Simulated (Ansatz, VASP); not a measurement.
# Te5Pd: VASP beside Ansatz

Contents of INCAR:

```
SYSTEM = Te5Pd
  ALGO = Normal
  EDIFF = 1E-6
  ENCUT = 520
  GGA = PE
  ISIF = 2
  ISMEAR = 0
  LASPH = .TRUE.
  LCHARG = .FALSE.
  LREAL = .FALSE.
  LWAVE = .FALSE.
  NBANDS = 29
  NELM = 80
  PREC = Accurate
  SIGMA = 0.1
```

KPOINTS

```
k-points
0
G
  4 4 4
  0 0 0
```

The input POSCAR:

```
Te5Pd
1.0
    0.0000000000      4.5523315700      4.5523315700
    4.5523315700      0.0000000000      4.5523315700
    4.5523315700      4.5523315700      0.0000000000
Te Pd
5 1
Direct
    0.3750000000      0.3750000000      0.8750000000
    0.3750000000      0.8750000000      0.3750000000
    0.8750000000      0.3750000000      0.3750000000
    0.3750000000      0.3750000000      0.3750000000
    0.7500000000      0.7500000000      0.7500000000
    0.0000000000      0.0000000000      0.0000000000
```

Input for Ansatz:

```yaml
crystal:
  lattice:
    - [0.0, 4.55233157, 4.55233157]
    - [4.55233157, 0.0, 4.55233157]
    - [4.55233157, 4.55233157, 0.0]
  atoms:
    - { symbol: Te, position: [0.375, 0.375, 0.875] }
    - { symbol: Te, position: [0.375, 0.875, 0.375] }
    - { symbol: Te, position: [0.875, 0.375, 0.375] }
    - { symbol: Te, position: [0.375, 0.375, 0.375] }
    - { symbol: Te, position: [0.75, 0.75, 0.75] }
    - { symbol: Pd, position: [0.0, 0.0, 0.0] }
basis:
  ecutwfc: 420
kpoints:
  mp_grid: { grid: [4, 4, 4] }
hamiltonian:
  xc: pbe
scf:
  occupations: { method: gaussian, width: 0.1 }
  lower_state_search: "off"
output:
  forces: true
  stress: true
  eigenvalues: true
```

Change from the starting cell: species swapped into the Be5Au type (F-43m, No. 216).

Alike in both runs: task single point; functional PBE; k mesh 4 × 4 × 4; occupations gaussian, width 0.1 eV; no spin polarisation.

|  | VASP | Ansatz |
| --- | --- | --- |
| version | VASP 6.6.1 | Ansatz 0.2.0 |
| potentials or method | VASP PAW PBE potentials, release 64 (Te, Pd), cutoff 520 eV | scalar-relativistic, plane waves, PAW |
| valence electrons in the cell | 40 | 98 |

```csv
,VASP,Ansatz,Ansatz less VASP
gap on the k mesh at the Fermi level (eV),none,none,-
pressure (GPa),-3.2,-3.1,+0.08
```

A gap of «none» marks a metal or a gap that the smearing closes. With one functional, cell and mesh, what is left measures potentials, basis and numerics. VASP's potentials hold 40 valence electrons a cell and Ansatz's 98, so a difference there can come from the potentials and not from the codes.

Spin-orbit coupling is off throughout.
